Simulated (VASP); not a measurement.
Here is a VASP 6.6.1 calculation.

The input INCAR:

```
SYSTEM = CaO
  PREC = Accurate
  ENCUT = 520
  EDIFF = 1E-6
  ISMEAR = 0
  SIGMA = 0.05
  LREAL = .False.
  LASPH = .True.
  NELM = 100
  ALGO = Normal
  ISIF = 2
  LWAVE = .False.
  LCHARG = .False.
  GGA = PE
  NBANDS = 15
```

Contents of KPOINTS:

```
regular mesh
0
Gamma
  8 8 8
  0 0 0
```

File POSCAR:

```
CaO
1.0
    0.0000000000      2.4857350000      2.4490000000
    2.4857350000      0.0000000000      2.4490000000
    2.4857350000      2.4857350000      0.0000000000
Ca O
1 1
Direct
    0.0000000000      0.0000000000      0.0000000000
    0.5000000000      0.5000000000      0.5000000000
```

Potentials or basis: VASP PAW PBE potentials, release 64 (Ca_sv, O).

The run is started by

```console
$ cat potpaw_PBE.64/Ca_sv/POTCAR potpaw_PBE.64/O/POTCAR > POTCAR
$ mpirun -np 1 vasp_std > vasp.out
```

Question: Predict the band gap on the k mesh.

Answer: 3.60 eV, indirect (least direct gap 4.02 eV).

Question: Predict the pressure.

Answer: -6.0 GPa.

Stress tensor (GPa, compression positive):
```
-6.50  0.00  0.00
 0.00 -6.50  0.00
 0.00  0.00 -5.03
```

Caveat: the cell differs from its parent crystal (strain +0.015 along x and y, +0.000 along z). A k mesh can miss the band edges.
